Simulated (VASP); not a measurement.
# BN (I-4m2) in VASP: further runs

The runs below take BN through relaxation of the atoms, with PBE.

Program: VASP 6.6.1. These are calculated values, not measurements. Logs are shortened: lines on timing, memory, paths and dates and some standing lists are left out, and cuts for length are marked.

**1. The cell of the first run**

It takes space group I-4m2 (No. 119, tetragonal). Conventional cell: a = 2.556 Å, b = 2.556 Å, c = 3.687 Å, α = 90.00°, β = 90.00°, γ = 90.00°. B (site symmetry -4m2) has 4 N at 1.58 Å within 2.1 Å. N (site symmetry -4m2) has 4 B at 1.58 Å within 2.1 Å.

**2. Relaxation of the atoms, PBE (z stretched by +2 %)**

The input, INCAR:

```
SYSTEM = BN
  ALGO = Normal
  EDIFF = 1E-6
  EDIFFG = -0.02
  ENCUT = 520
  GGA = PE
  IBRION = 2
  ISIF = 2
  ISMEAR = -1
  LASPH = .TRUE.
  LCHARG = .FALSE.
  LREAL = .FALSE.
  LWAVE = .FALSE.
  NELM = 60
  NSW = 80
  PREC = Accurate
  SIGMA = 0.02
```

The input, KPOINTS:

```
k-points
0
G
  14 14 14
  0 0 0
```

The input, POSCAR:

```
BN
1.0
    0.0000000000      1.8075000000      1.8436500000
    1.8075000000      0.0000000000      1.8436500000
    1.8075000000      1.8075000000      0.0000000000
B N
1 1
Direct
    0.0000000000      0.0000000000      0.0000000000
    0.2500000000      0.2500000000      0.2500000000
```

Potentials or basis: VASP PAW PBE potentials, release 64 (B, N).

Command:

```bash
$ cat potpaw_PBE.64/B/POTCAR potpaw_PBE.64/N/POTCAR > POTCAR
$ mpirun -np 1 vasp_std > vasp.out
```

OUTCAR:

```text
SYSTEM = BN
   EDIFF = 1E-6
   EDIFFG = -0.02
   ENCUT = 520
   GGA = PE
   IBRION = 2
   ISIF = 2
   ISMEAR = -1
   LASPH = .TRUE.
   LREAL = .FALSE.
   NELM = 60
   NSW = 80
   PREC = Accurate

 ion  position               nearest neighbor table
   1  0.000  0.000  0.000-   2 1.58   2 1.58   2 1.58   2 1.58
   2  0.250  0.250  0.250-   1 1.58   1 1.58   1 1.58   1 1.58

  LATTYP: Found a body centered tetragonal cell.
 ALAT       =     2.5561910140
 C/A-ratio  =     1.4424978336

  Lattice vectors:

 A1 = (  -1.8075000000,   0.0000000000,   1.8436500000)
 A2 = (   1.8075000000,   0.0000000000,   1.8436500000)
 A3 = (   0.0000000000,   1.8075000000,  -1.8436500000)

Analysis of symmetry for initial positions (statically):
=====================================================================
 Subroutine PRICEL returns:
 Original cell was already a primitive cell.

 Routine SETGRP: Setting up the symmetry group for a
 body centered tetragonal supercell.

 Subroutine GETGRP returns: Found  8 space group operations
 (whereof  8 operations were pure point group operations)
 out of a pool of 16 trial point group operations.

The static configuration has the point symmetry D_2d.

Analysis of symmetry for dynamics (positions and initial velocities):
=====================================================================
 Subroutine PRICEL returns:
 Original cell was already a primitive cell.

 Routine SETGRP: Setting up the symmetry group for a
 body centered tetragonal supercell.

 Subroutine GETGRP returns: Found  8 space group operations
 (whereof  8 operations were pure point group operations)
 out of a pool of 16 trial point group operations.

The dynamic configuration has the point symmetry D_2d.

 Subroutine INISYM returns: Found  8 space group operations
 (whereof  8 operations are pure point group operations),
 and found     1 'primitive' translations

----------------------------------------------------------------------------------------

                                     Primitive cell

  volume of cell :      12.0466

  direct lattice vectors                    reciprocal lattice vectors
     0.000000000  1.807500000  1.843650000    -0.276625173  0.276625173  0.271201150
     1.807500000  0.000000000  1.843650000     0.276625173 -0.276625173  0.271201150
     1.807500000  1.807500000  0.000000000     0.276625173  0.276625173 -0.271201150

  length of vectors
     2.581879465  2.581879465  2.556191014     0.476017895  0.476017895  0.476017895

  position of ions in fractional coordinates (direct lattice)
     0.000000000  0.000000000  0.000000000
     0.250000000  0.250000000  0.250000000

  ion indices of the primitive-cell ions
   primitive index   ion index
                 1           1
                 2           2

----------------------------------------------------------------------------------------

 KPOINTS: k-points

Automatic generation of k-mesh.
 Grid dimensions read from file:
 generate k-points for:   14   14   14

 Generating k-lattice:

  Cartesian coordinates                     Fractional coordinates (reciprocal lattice)
    -0.019758941  0.019758941  0.019371511     0.071428571  0.000000000  0.000000000
     0.019758941 -0.019758941  0.019371511     0.000000000  0.071428571  0.000000000
     0.019758941  0.019758941 -0.019371511     0.000000000  0.000000000  0.071428571

  Length of vectors
     0.034001278  0.034001278  0.034001278

  Shift w.r.t. Gamma in fractional coordinates (k-lattice)
     0.000000000  0.000000000  0.000000000

 Subroutine IBZKPT returns following result:
 ===========================================

 Found    244 irreducible k-points:

 Following reciprocal coordinates:
            Coordinates               Weight
  0.000000  0.000000  0.000000      1.000000
  0.071429  0.000000  0.000000      8.000000
  0.142857  0.000000  0.000000      8.000000
  0.214286  0.000000  0.000000      8.000000
  0.285714 -0.000000  0.000000      8.000000
  0.357143  0.000000  0.000000      8.000000
[... 16 lines left out ...]
  0.214286  0.142857  0.000000      8.000000
  0.285714  0.142857  0.000000      8.000000
 [... further k-points ...]
   k-points           NKPTS =    244   k-points in BZ     NKDIM =    244   number of bands    NBANDS=      8
   number of dos      NEDOS =    301   number of ions     NIONS =      2
   total plane-waves  NPLWV =   8000
   dimension x,y,z NGX =    20 NGY =   20 NGZ =   20
   dimension x,y,z NGXF=    40 NGYF=   40 NGZF=   40
   ions per type =               1   1
   NGX,Y,Z   is equivalent  to a cutoff of  12.88, 12.88, 13.01 a.u.
   NGXF,Y,Z  is equivalent  to a cutoff of  25.76, 25.76, 26.01 a.u.
 SYSTEM =  BN
   PREC   = accura    normal or accurate (medium, high low for compatibility)
   ISTART =      0    job   : 0-new  1-cont  2-samecut
   ICHARG =      2    charge: 1-file 2-atom 10-const
   ISPIN  =      1    spin polarized calculation?
   LNONCOLLINEAR =      F non collinear calculations
   LSORBIT =      F    spin-orbit coupling
   LASPH  =      T    aspherical Exc in radial PAW
   ENCUT  =  520.0 eV  38.22 Ry    6.18 a.u.   4.80  4.80  4.75*2*pi/ulx,y,z
   NELM   =     60;   NELMIN=  2; NELMDL= -5     # of ELM steps
   EDIFF  = 0.1E-05   stopping-criterion for ELM
   LREAL  =      F    real-space projection
   EDIFFG = -.2E-01   stopping-criterion for IOM
   NSW    =     80    number of steps for IOM
   IBRION =      2    ionic relax: 0-MD 1-quasi-New 2-CG
   NFREE  =      1    steps in history (QN), initial steepest desc. (CG)
   ISIF   =      2    stress and relaxation
   ISYM   =      2    0-nonsym 1-usesym 2-fastsym
   POTIM  = 0.5000    time-step for ionic-motion
   TEBEG  =    0.0;   TEEND  =   0.0 temperature during run
   PSTRESS=    0.0 pullay stress
   NELECT =       8.0000    total number of electrons
   NUPDOWN=      -1.0000    fix difference up-down
   EMIN   =  10.00;   EMAX   =-10.00  energy-range for DOS
   EFERMI =   0.00;   METHOD = LEGACY
   ISMEAR =    -1;   SIGMA  =   0.02  broadening in eV -4-tet -1-fermi 0-gaus
   EFERMI_NEDOS =   21; number of points for ismear=-14 and -15
   IALGO  =     38    algorithm
   IMIX   =      4    mixing-type and parameters
     AMIX     =   0.40;   BMIX     =  1.00
     AMIX_MAG =   1.60;   BMIX_MAG =  1.00
  volume/ion in A,a.u.               =       6.02        40.65
  Fermi-wavevector in a.u.,A,eV,Ry     =   1.428290  2.699077 27.756062  2.040013
  Thomas-Fermi vector in A             =   2.548368
   LORBIT       =      0    0 simple, 1 ext, 2 COOP (PROOUT), +10 PAW based schemes
   GGA     = PE    functional components
   LHFCALC =     F    Hartree Fock is set to
   AEXX    =    0.0000 exact exchange contribution
   IVDW    =     0    specifies the selected vdW correction
   LEPSILON=     F    determine dielectric tensor
   LRPA    =     F    only Hartree local field effects (RPA)
 conjugate gradient relaxation of ions
 non-spin polarized calculation
  energy-cutoff  :      520.00
  volume of cell :       12.05
 maximum number of plane-waves:       342
   NGX =  9   NGY =  9   NGZ =  9

 number of electron       8.0000000 magnetization

 Free energy of the ion-electron system (eV)
  ---------------------------------------------------
  ext. energy  EPLUGINS =         0.00000000
  ---------------------------------------------------
  free energy    TOTEN  =       -17.44348677 eV

  energy without entropy =      -17.44348677  energy(sigma->0) =      -17.44348677

 E-fermi :   7.5689     XC(G=0): -12.7250

 val. band max:        7.2282114114   @ k =   0.0000   0.0000   0.0000
 cond. band min:      11.4905691408   @ k =   0.5000   0.0000   0.5000
 fundamental gap:      4.2623577294
 Fermi energy:         7.5689046830

 k-point     1 :       0.0000    0.0000    0.0000
  band No.  band energies     occupation
      1     -12.8454      2.00000
      2       7.0288      2.00000
      3       7.2282      2.00000
      4       7.2282      2.00000
      5      15.8440      0.00000
      6      15.8440      0.00000
      7      15.9844      0.00000
      8      17.1877      0.00000

 k-point     2 :       0.0714    0.0000    0.0000
  band No.  band energies     occupation
      1     -12.7230      2.00000
      2       6.4703      2.00000
      3       6.9734      2.00000
      4       7.1019      2.00000
      5      15.9756      0.00000
      6      16.0463      0.00000
      7      16.1896      0.00000
      8      17.6215      0.00000

 k-point     3 :       0.1429    0.0000    0.0000
  band No.  band energies     occupation
      1     -12.3594      2.00000
      2       4.8438      2.00000
      3       6.6091      2.00000
      4       6.7785      2.00000
      5      16.2088      0.00000
      6      16.5557      0.00000
      7      16.6674      0.00000
      8      18.7087      0.00000

 k-point     4 :       0.2143    0.0000    0.0000
  band No.  band energies     occupation
      1     -11.7663      2.00000
      2       2.8131      2.00000
      3       6.1643      2.00000
      4       6.3722      2.00000
      5      16.4331      0.00000
      6      17.1435      0.00000
      7      17.2037      0.00000
      8      19.9286      0.00000

 k-point     5 :       0.2857   -0.0000    0.0000
  band No.  band energies     occupation
      1     -10.9711      2.00000
      2       0.7269      2.00000
      3       5.7378      2.00000
      4       5.9828      2.00000
      5      16.6350      0.00000
      6      17.5861      0.00000
      7      17.5880      0.00000
      8      20.9509      0.00000
[... 177 lines left out ...]
 k-point    22 :       0.1429    0.1429    0.0000
  band No.  band energies     occupation
      1     -12.2162      2.00000
      2       5.4439      2.00000
      3       5.9067      2.00000
      4       5.9067      2.00000
      5      15.1696      0.00000
      6      17.7333      0.00000
      7      17.7333      0.00000
      8      18.5847      0.00000

 k-point    23 :       0.2143    0.1429    0.0000
  band No.  band energies     occupation
      1     -11.7894      2.00000
      2       4.0533      2.00000
      3       5.4017      2.00000
      4       5.6441      2.00000
      5      15.1223      0.00000
      6      18.2312      0.00000
      7      18.5255      0.00000
      8      19.2390      0.00000

 k-point    24 :       0.2857    0.1429    0.0000
  band No.  band energies     occupation
      1     -11.1440      2.00000
      2       2.2162      2.00000
      3       4.9892      2.00000
      4       5.2346      2.00000
      5      15.4609      0.00000
      6      18.5040      0.00000
      7      19.1530      0.00000
      8      19.8483      0.00000

 [... further k-points ...]
[... 5 lines left out ...]
  --------------------------------------------------------------------------------------
  -------------------------------------------------------------------------------------
  Total        0.0017207      0.0017207     -0.9222763      0.0000000      0.0000000     -0.0000000
  in kB        0.2288539      0.2288539   -122.6610067      0.0000000      0.0000000     -0.0000000
  external PRESSURE =     -40.7344330 kB  Pullay stress =       0.0000000 kB

 VOLUME and BASIS-vectors are now :
 -----------------------------------------------------------------------------
  energy-cutoff  :      520.00
  volume of cell :       12.05
      direct lattice vectors                 reciprocal lattice vectors
     0.000000000  1.807500000  1.843650000    -0.276625173  0.276625173  0.271201150
     1.807500000  0.000000000  1.843650000     0.276625173 -0.276625173  0.271201150
     1.807500000  1.807500000  0.000000000     0.276625173  0.276625173 -0.271201150

 POSITION                                       TOTAL-FORCE (eV/Angst)
 -----------------------------------------------------------------------------------
      0.00000      0.00000      0.00000        -0.000000     -0.000000     -0.000000
      0.90375      0.90375      0.92183         0.000000      0.000000      0.000000
 -----------------------------------------------------------------------------------
    total drift:                               -0.000000     -0.000000      0.000001

  FREE ENERGIE OF THE ION-ELECTRON SYSTEM (eV)
  ---------------------------------------------------
  free  energy   TOTEN  =       -17.4434867662 eV

  energy  without entropy=      -17.4434867662  energy(sigma->0) =      -17.44348677

 reached required accuracy - stopping structural energy minimisation
```

Wall time 34 s (1 thread of Intel Xeon 8259CL, shared host); peak memory 0.14 GiB.

Results:

```yaml
Free_energy: -17.4435 eV
Pressure_after_relaxing: -4.1 GPa
Band_gap_on_the_k_mesh: 4.26 eV (least direct gap 8.62 eV)
```

Final structure:
```
B N
1.0
     0.00000    1.80750    1.84365
     1.80750    0.00000    1.84365
     1.80750    1.80750    0.00000
B N
1 1
Direct
  0.00000 0.00000 0.00000
  0.25000 0.25000 0.25000
```

Levels at points of the mesh, in eV from the valence-band top:
```
           k point  band 1  band 2  band 3  band 4  band 5  band 6  band 7  band 8
(0.00, 0.00, 0.00)  -20.07   -0.20    0.00    0.00    8.62    8.62    8.76    9.96
(0.50, 0.00, 0.00)  -15.95  -10.58   -2.12   -1.82    9.67   10.58   10.63   14.99
(0.50, 0.50, 0.00)  -14.76   -9.04   -4.70   -4.70    4.60    9.36   17.51   17.51
(0.50, 0.00, 0.50)  -14.54   -8.76   -4.96   -4.96    4.26    8.90   17.40   17.70
```

Caveat: the cell differs from its parent crystal (z stretched by +2 %); the relaxation stopped at its first step, so nothing moved. A k mesh can miss the band edges.

(Part 1 of 2 ends here.)
